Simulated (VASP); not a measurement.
# HfO2 (Fm-3m) in VASP: further runs

Aim: see how the results for HfO2 move with the level of theory and the settings. Levels: PBE, LDA. Tasks: single point, relaxation of cell and atoms.

Everything below comes from runs of VASP 6.6.1. Logs are shortened: lines on timing, memory, paths and dates and some standing lists are left out, and cuts for length are marked.

**1. The cell of the first run**

It takes space group Fm-3m (No. 225, cubic). The conventional cell has a = 5.058 Å, b = 5.058 Å, c = 5.058 Å, α = 90.00°, β = 90.00°, γ = 90.00°. Within 2.9 Å of Hf (site symmetry m-3m) lie 8 O at 2.19 Å. O (site symmetry -43m) has 4 Hf at 2.19 Å and 6 O at 2.53 Å within 2.9 Å.

**2. Single point, PBE**

The input, INCAR:

```
SYSTEM = HfO2
PREC     = Accurate       ! precision mode
ENCUT    = 600            ! plane-wave cutoff, eV
EDIFF    = 1E-6           ! SCF threshold, eV
ISMEAR   = 0              ! smearing method
SIGMA    = 0.01           ! smearing width, eV
LREAL    = .FALSE.        ! projectors in reciprocal space
LASPH    = .TRUE.         ! aspherical terms in the spheres
NELM     = 120            ! most SCF steps
ALGO     = Normal         ! electronic algorithm
ISIF     = 2              ! what is computed and relaxed
LWAVE    = .FALSE.        ! write WAVECAR
LCHARG   = .TRUE.         ! write CHGCAR
GGA      = PE             ! functional
LELF     = .TRUE.         ! ELF
LVHAR    = .TRUE.       
NBANDS   = 18             ! bands
GGA_COMPAT= .FALSE.
```

The input, KPOINTS:

```
regular mesh
0
G
  6 6 6
  0 0 0
```

The input, POSCAR:

```
HfO2
1.0
    0.0000000000      2.5291822925      2.5291822925
    2.5291822925      0.0000000000      2.5291822925
    2.5291822925      2.5291822925      0.0000000000
Hf O
1 2
Direct
    0.0000000000      0.0000000000      0.0000000000
    0.2500000000      0.2500000000      0.2500000000
    0.7500000000      0.7500000000      0.7500000000
```

Potentials or basis: VASP PAW PBE potentials, release 64 (Hf_pv, O).

Command:

```bash
$ cat potpaw_PBE.64/Hf_pv/POTCAR potpaw_PBE.64/O/POTCAR > POTCAR
$ mpirun -np 1 vasp_std > vasp.out
```

OUTCAR:

```text
SYSTEM = HfO2
   PREC = Accurate
   ENCUT = 600
   EDIFF = 1E-6
   ISMEAR = 0
   LREAL = .FALSE.
   LASPH = .TRUE.
   NELM = 120
   ISIF = 2
   GGA = PE

 ion  position               nearest neighbor table
   1  0.000  0.000  0.000-   3 2.19   3 2.19   3 2.19   2 2.19   3 2.19   2 2.19   2 2.19   2 2.19

   2  0.250  0.250  0.250-   1 2.19   1 2.19   1 2.19   1 2.19
   3  0.750  0.750  0.750-   1 2.19   1 2.19   1 2.19   1 2.19

  LATTYP: Found a face centered cubic cell.
 ALAT       =     5.0583645850

  Lattice vectors:

 A1 = (   0.0000000000,   2.5291822925,   2.5291822925)
 A2 = (   2.5291822925,   0.0000000000,   2.5291822925)
 A3 = (   2.5291822925,   2.5291822925,   0.0000000000)

Analysis of symmetry for initial positions (statically):
=====================================================================
 Subroutine PRICEL returns:
 Original cell was already a primitive cell.

 Routine SETGRP: Setting up the symmetry group for a
 face centered cubic supercell.

 Subroutine GETGRP returns: Found 48 space group operations
 (whereof 48 operations were pure point group operations)
 out of a pool of 48 trial point group operations.

The static configuration has the point symmetry O_h .

Analysis of symmetry for dynamics (positions and initial velocities):
=====================================================================
 Subroutine PRICEL returns:
 Original cell was already a primitive cell.

 Routine SETGRP: Setting up the symmetry group for a
 face centered cubic supercell.

 Subroutine GETGRP returns: Found 48 space group operations
 (whereof 48 operations were pure point group operations)
 out of a pool of 48 trial point group operations.

The dynamic configuration has the point symmetry O_h .

 Subroutine INISYM returns: Found 48 space group operations
 (whereof 48 operations are pure point group operations),
 and found     1 'primitive' translations

----------------------------------------------------------------------------------------

                                     Primitive cell

  volume of cell :      32.3572

  direct lattice vectors                    reciprocal lattice vectors
     0.000000000  2.529182292  2.529182292    -0.197692354  0.197692354  0.197692354
     2.529182292  0.000000000  2.529182292     0.197692354 -0.197692354  0.197692354
     2.529182292  2.529182292  0.000000000     0.197692354  0.197692354 -0.197692354

  length of vectors
     3.576803900  3.576803900  3.576803900     0.342413201  0.342413201  0.342413201

  position of ions in fractional coordinates (direct lattice)
     0.000000000  0.000000000  0.000000000
     0.250000000  0.250000000  0.250000000
     0.750000000  0.750000000  0.750000000

  ion indices of the primitive-cell ions
   primitive index   ion index
                 1           1
                 2           2
                 3           3

----------------------------------------------------------------------------------------

 KPOINTS: regular mesh

Automatic generation of k-mesh.
 Grid dimensions read from file:
 generate k-points for:    6    6    6

 Generating k-lattice:

  Cartesian coordinates                     Fractional coordinates (reciprocal lattice)
    -0.032948726  0.032948726  0.032948726     0.166666667  0.000000000  0.000000000
     0.032948726 -0.032948726  0.032948726     0.000000000  0.166666667  0.000000000
     0.032948726  0.032948726 -0.032948726     0.000000000  0.000000000  0.166666667

  Length of vectors
     0.057068867  0.057068867  0.057068867

  Shift w.r.t. Gamma in fractional coordinates (k-lattice)
     0.000000000  0.000000000  0.000000000

 Subroutine IBZKPT returns following result:
 ===========================================

 Found     16 irreducible k-points:

 Following reciprocal coordinates:
            Coordinates               Weight
  0.000000  0.000000  0.000000      1.000000
  0.166667  0.000000  0.000000      8.000000
  0.333333  0.000000  0.000000      8.000000
  0.500000  0.000000  0.000000      4.000000
  0.166667  0.166667  0.000000      6.000000
  0.333333  0.166667  0.000000     24.000000
[... 8 lines left out ...]
 -0.333333  0.333333  0.166667     24.000000
 -0.333333  0.500000  0.166667     12.000000
   k-points           NKPTS =     16   k-points in BZ     NKDIM =     16   number of bands    NBANDS=     18
   number of dos      NEDOS =    301   number of ions     NIONS =      3
   total plane-waves  NPLWV =  27000
   dimension x,y,z NGX =    30 NGY =   30 NGZ =   30
   dimension x,y,z NGXF=    60 NGYF=   60 NGZF=   60
   ions per type =               1   2
   NGX,Y,Z   is equivalent  to a cutoff of  13.94, 13.94, 13.94 a.u.
   NGXF,Y,Z  is equivalent  to a cutoff of  27.89, 27.89, 27.89 a.u.
 SYSTEM =  HfO2
   PREC   = accura    normal or accurate (medium, high low for compatibility)
   ISTART =      0    job   : 0-new  1-cont  2-samecut
   ICHARG =      2    charge: 1-file 2-atom 10-const
[... 91 lines left out ...]

 k-point     4 :       0.5000    0.0000    0.0000
  band No.  band energies     occupation
      1     -25.7641      2.00000
      2     -25.3692      2.00000
      3     -25.3692      2.00000
      4     -13.1948      2.00000
      5     -12.0708      2.00000
      6      -0.0048      2.00000
[... 10 lines left out ...]
     17      13.7925      0.00000
     18      16.9896      0.00000

 k-point     5 :       0.1667    0.1667    0.0000
  band No.  band energies     occupation
      1     -25.4456      2.00000
      2     -25.3498      2.00000
      3     -25.3498      2.00000
      4     -13.9445      2.00000
      5     -11.7546      2.00000
      6      -0.7422      2.00000
[... 10 lines left out ...]
     17      14.2426      0.00000
     18      17.7100      0.00000

 k-point     6 :       0.3333    0.1667    0.0000
  band No.  band energies     occupation
      1     -25.6069      2.00000
      2     -25.3892      2.00000
      3     -25.3785      2.00000
      4     -13.3259      2.00000
      5     -12.1311      2.00000
      6      -0.3456      2.00000
[... 10 lines left out ...]
     17      14.1911      0.00000
     18      17.4783      0.00000

 k-point     7 :       0.5000    0.1667    0.0000
  band No.  band energies     occupation
      1     -25.7211      2.00000
      2     -25.4426      2.00000
      3     -25.3882      2.00000
      4     -12.9701      2.00000
      5     -12.2099      2.00000
      6      -0.4375      2.00000
[... 10 lines left out ...]
     17      14.8363      0.00000
     18      17.2700      0.00000

 k-point     8 :      -0.3333    0.1667    0.0000
  band No.  band energies     occupation
      1     -25.6845      2.00000
      2     -25.4548      2.00000
      3     -25.3694      2.00000
      4     -13.0384      2.00000
      5     -12.2167      2.00000
      6      -0.5250      2.00000
[... 10 lines left out ...]
     17      14.9327      0.00000
     18      17.1438      0.00000
[... 61 lines left out ...]
     17      16.1672      0.00000
     18      17.8341      0.00000

 k-point    12 :      -0.3333    0.3333    0.0000
  band No.  band energies     occupation
      1     -25.6349      2.00000
      2     -25.6051      2.00000
      3     -25.4041      2.00000
      4     -12.6456      2.00000
      5     -12.3548      2.00000
      6      -1.1046      2.00000
[... 10 lines left out ...]
     17      16.3879      0.00000
     18      17.7635      0.00000

 k-point    13 :       0.5000    0.5000    0.0000
  band No.  band energies     occupation
      1     -25.7900      2.00000
      2     -25.4447      2.00000
      3     -25.4447      2.00000
      4     -12.6762      2.00000
      5     -12.2389      2.00000
      6      -2.1760      2.00000
[... 10 lines left out ...]
     17      17.6576      0.00000
     18      17.8182      0.00000

 k-point    14 :       0.5000    0.3333    0.1667
  band No.  band energies     occupation
      1     -25.6669      2.00000
      2     -25.4884      2.00000
      3     -25.3994      2.00000
      4     -12.7934      2.00000
      5     -12.3818      2.00000
      6      -0.6660      2.00000
[... 10 lines left out ...]
     17      15.3335      0.00000
     18      17.7585      0.00000

 k-point    15 :      -0.3333    0.3333    0.1667
  band No.  band energies     occupation
      1     -25.6665      2.00000
      2     -25.5598      2.00000
      3     -25.4179      2.00000
      4     -12.6420      2.00000
      5     -12.3587      2.00000
      6      -0.6552      2.00000
[... 10 lines left out ...]
     17      16.2108      0.00000
     18      17.7377      0.00000

 k-point    16 :      -0.3333    0.5000    0.1667
  band No.  band energies     occupation
      1     -25.7064      2.00000
      2     -25.5338      2.00000
      3     -25.4463      2.00000
      4     -12.5623      2.00000
      5     -12.3438      2.00000
      6      -1.5654      2.00000
[... 10 lines left out ...]
     17      17.4865      0.00000
     18      17.8365      0.00000

------------------------ aborting loop because EDIFF is reached ----------------------------------------

  FORCE on cell =-STRESS in cart. coord.  units (eV):
  Direction    XX          YY          ZZ          XY          YZ          ZX
  --------------------------------------------------------------------------------------
  -------------------------------------------------------------------------------------
  Total        0.3821424      0.3821424      0.3821424     -0.0000000      0.0000000     -0.0000000
  in kB       18.9219269     18.9219269     18.9219269     -0.0000000      0.0000000     -0.0000000
  external PRESSURE =      18.9219269 kB  Pullay stress =       0.0000000 kB

 VOLUME and BASIS-vectors are now :
 -----------------------------------------------------------------------------
  energy-cutoff  :      600.00
  volume of cell :       32.36
      direct lattice vectors                 reciprocal lattice vectors
     0.000000000  2.529182292  2.529182292    -0.197692354  0.197692354  0.197692354
     2.529182292  0.000000000  2.529182292     0.197692354 -0.197692354  0.197692354
     2.529182292  2.529182292  0.000000000     0.197692354  0.197692354 -0.197692354

 POSITION                                       TOTAL-FORCE (eV/Angst)
 -----------------------------------------------------------------------------------
      0.00000      0.00000      0.00000        -0.000000     -0.000000     -0.000000
      1.26459      1.26459      1.26459         0.000000      0.000000      0.000000
      3.79377      3.79377      3.79377        -0.000000     -0.000000     -0.000000
 -----------------------------------------------------------------------------------
    total drift:                                0.000000     -0.000000      0.000000

  FREE ENERGIE OF THE ION-ELECTRON SYSTEM (eV)
  ---------------------------------------------------
  free  energy   TOTEN  =       -30.2514604078 eV

  energy  without entropy=      -30.2514604078  energy(sigma->0) =      -30.25146041
```

Run time: 16 s. Hardware: 1 thread of AMD EPYC 7R43 (Zen 3), shared host; peak memory 0.14 GiB.

Results:

* Free energy: -30.2515 eV
* Pressure: 1.9 GPa
* Band gap on the k mesh: 3.82 eV

Caveat: spin-orbit coupling is left out, which moves the levels of the heavy elements.

**3. Single point, PBE**

The input, INCAR:

```
  PREC = Accurate
  ENCUT = 600
  EDIFF = 1E-6
  ISMEAR = 0
  SIGMA = 0.01
  LREAL = F
  LASPH = T
  NELM = 120
  ALGO = Normal
  ISIF = 2
  LWAVE = F
  LCHARG = F
  GGA = PE
  NBANDS = 18
  GGA_COMPAT = F
```

The input, KPOINTS:

```
Automatic mesh
0
Gamma
  6 6 6
```

POSCAR is that of step 2.

Potentials or basis: VASP PAW PBE potentials, release 64 (Hf_pv, O).

Command:

```bash
$ cat potpaw_PBE.64/Hf_pv/POTCAR potpaw_PBE.64/O/POTCAR > POTCAR
$ mpirun -np 1 vasp_std > vasp.out
```

Run time: 15 s. Hardware: 1 thread of AMD EPYC 7R43 (Zen 3), shared host; peak memory 0.14 GiB.

Results (log left out):

| Item | Value |
| --- | --- |
| Free energy | -30.2515 eV |
| Pressure | 1.9 GPa |
| Band gap on the k mesh | 3.82 eV |

Levels at points of the mesh, in eV from the valence-band top:
```tsv
k point	band 9	band 10	band 11	band 12	band 13	band 14
(0.00, 0.00, 0.00)	-0.61	-0.61	-0.61	3.90	3.90	5.89
(0.50, 0.00, 0.00)	-2.74	-1.84	-1.84	4.64	4.64	7.05
(0.50, 0.50, 0.00)	-1.54	-1.54	0.00	3.82	5.54	6.70
```

Caveat: spin-orbit coupling is left out, which moves the levels of the heavy elements.

**4. Single point, LDA**

This run uses another cell than the first one, of 10.42 Å³/atom.

The input, INCAR:

```
SYSTEM = HfO2
PREC = Accurate
ENCUT = 600
EDIFF = 1E-6
ISMEAR = -1
SIGMA = 0.02
LREAL = .FALSE.
LASPH = .TRUE.
NELM = 120
ALGO = Normal
ISIF = 2
LWAVE = .FALSE.
LCHARG = .FALSE.
GGA = CA
NBANDS = 18
GGA_COMPAT = .FALSE.
```

The input, KPOINTS:

```
Automatic mesh
0
G
  8 8 8
  0 0 0
```

The input, POSCAR:

```
HfO2
1.0
    0.0000000000      2.5005318670      2.5005318670
    2.5005318670      0.0000000000      2.5005318670
    2.5005318670      2.5005318670      0.0000000000
Hf O
1 2
Direct
    0.0000000000      0.0000000000      0.0000000000
    0.2500000000      0.2500000000      0.2500000000
    0.7500000000      0.7500000000      0.7500000000
```

Potentials or basis: VASP PAW LDA potentials, release 64 (Hf_pv, O).

Command:

```bash
$ cat potpaw_LDA.64/Hf_pv/POTCAR potpaw_LDA.64/O/POTCAR > POTCAR
$ mpirun -np 1 vasp_std > vasp.out
```

It took 17 s on 1 thread of AMD EPYC 7R43 (Zen 3), shared host; peak memory 0.12 GiB.

Results (log left out):

* Free energy: -33.0741 eV
* Pressure: -3.5 GPa
* Band gap on the k mesh: 3.70 eV

Levels at points of the mesh, in eV from the valence-band top:
| k point | band 9 | band 10 | band 11 | band 12 | band 13 | band 14 |
| --- | --- | --- | --- | --- | --- | --- |
| (0.00, 0.00, 0.00) | -0.63 | -0.63 | -0.63 | 3.78 | 3.78 | 6.02 |
| (0.50, 0.00, 0.00) | -2.85 | -1.89 | -1.89 | 4.58 | 4.58 | 7.33 |
| (0.50, 0.50, 0.00) | -1.62 | -1.62 | 0.00 | 3.70 | 5.55 | 6.98 |

Caveat: the cell stands under tension; spin-orbit coupling is left out, which moves the levels of the heavy elements. A k mesh can miss the band edges.

**5. Relaxation of cell and atoms, LDA**

This run uses another cell than the first one, of 11.04 Å³/atom.

The input, INCAR:

```
  ALGO = Normal
  EDIFF = 1E-7
  EDIFFG = -0.005
  ENCUT = 600
  GGA = CA
  GGA_COMPAT = F
  IBRION = 2
  ISIF = 3
  ISMEAR = -1
  LASPH = T
  LCHARG = F
  LREAL = F
  LWAVE = F
  NELM = 120
  NELMIN = 4
  NSW = 80
  PREC = Accurate
  SIGMA = 0.02
```

The input, KPOINTS:

```
k-points
0
Gamma
  8 8 8
```

The input, POSCAR:

```
HfO2
1.0
    0.0000000000      2.5488060284      2.5488060284
    2.5488060284      0.0000000000      2.5488060284
    2.5488060284      2.5488060284      0.0000000000
Hf O
1 2
Direct
    0.0000000000      0.0000000000      0.0000000000
    0.2500000000      0.2500000000      0.2500000000
    0.7500000000      0.7500000000      0.7500000000
```

Command:

```bash
$ cat potpaw_LDA.64/Hf_pv/POTCAR potpaw_LDA.64/O/POTCAR > POTCAR
$ mpirun -np 1 vasp_std > vasp.out
```

Run time: 93 s. Hardware: 1 thread of AMD EPYC 7R43 (Zen 3), shared host; peak memory 0.13 GiB.

It converged, with:

- Free energy: -33.0844 eV
- Relaxed volume: 10.29 Å³/atom
- Relaxed cell: a = 3.521 Å, b = 3.521 Å, c = 3.521 Å, α = 60.00°, β = 60.00°, γ = 60.00°
- Space group after relaxing (to 0.1 Å): Fm-3m (No. 225)
- Energy gained by relaxing: 43.3 meV/atom
- Ionic steps: 7
- Pressure after relaxing: 0.0 GPa
- Band gap on the k mesh: 3.74 eV

The path:
| step | energy change (eV) | largest force (eV/Å) | pressure (GPa) | volume (Å³) |
| --- | --- | --- | --- | --- |
| 1 | 0.0000 | 0.0000 | -17.45 | 33.12 |
| 2 | 0.2326 | 0.0000 | 40.03 | 27.68 |
| 3 | -0.1297 | 0.0000 | -0.62 | 30.94 |
| 4 | -0.1299 | 0.0000 | -0.09 | 30.88 |
| 5 | -0.1298 | 0.0000 | 0.32 | 30.84 |
| 6 | -0.1298 | 0.0000 | -0.43 | 30.92 |
| 7 | -0.1299 | 0.0000 | 0.00 | 30.88 |

Final structure:
```xyz
3
Lattice="0.0000 2.4900 2.4900 2.4900 0.0000 2.4900 2.4900 2.4900 0.0000" Properties=species:S:1:pos:R:3 pbc="T T T"
Hf    0.0000    0.0000    0.0000
O     1.2450    1.2450    1.2450
O     3.7350    3.7350    3.7350
```

Levels at points of the mesh, in eV from the valence-band top:
| k point | band 9 | band 10 | band 11 | band 12 | band 13 | band 14 |
| --- | --- | --- | --- | --- | --- | --- |
| (0.00, 0.00, 0.00) | -0.64 | -0.64 | -0.64 | 3.81 | 3.81 | 6.12 |
| (0.50, 0.00, 0.00) | -2.88 | -1.90 | -1.90 | 4.62 | 4.62 | 7.46 |
| (0.50, 0.50, 0.00) | -1.65 | -1.65 | 0.00 | 3.74 | 5.61 | 7.10 |

Caveat: spin-orbit coupling is left out, which moves the levels of the heavy elements. A k mesh can miss the band edges.

**6. Summary**

| task | level | potentials or basis | cell | k mesh | smearing | gap on the mesh (eV) | pressure (GPa) |
| --- | --- | --- | --- | --- | --- | --- | --- |
| single point | PBE | VASP PAW PBE potentials, release 64 (Hf_pv, O) | a = 3.577 Å, angles 60.0°, 3 atoms | 6 × 6 × 6 | gaussian 0.01 eV | 3.82 | 1.9 |
| single point | LDA | VASP PAW LDA potentials, release 64 (Hf_pv, O) | a = 3.536 Å, angles 60.0°, 3 atoms | 8 × 8 × 8 | fermi-dirac 0.02 eV | 3.70 | -3.5 |
| relaxation of cell and atoms | LDA | VASP PAW LDA potentials, release 64 (Hf_pv, O) | relaxed from a = 3.605 Å, angles 60.0°, 3 atoms | 8 × 8 × 8 | fermi-dirac 0.02 eV | 3.74 | 0.0 |

Alike in all rows: no spin polarisation; cutoff (eV) 600.

Caveats: spin-orbit coupling is left out, which moves the levels of the heavy elements; the cell stands under tension (at least some runs).

Absolute energies hang on the potentials; compare differences alone.
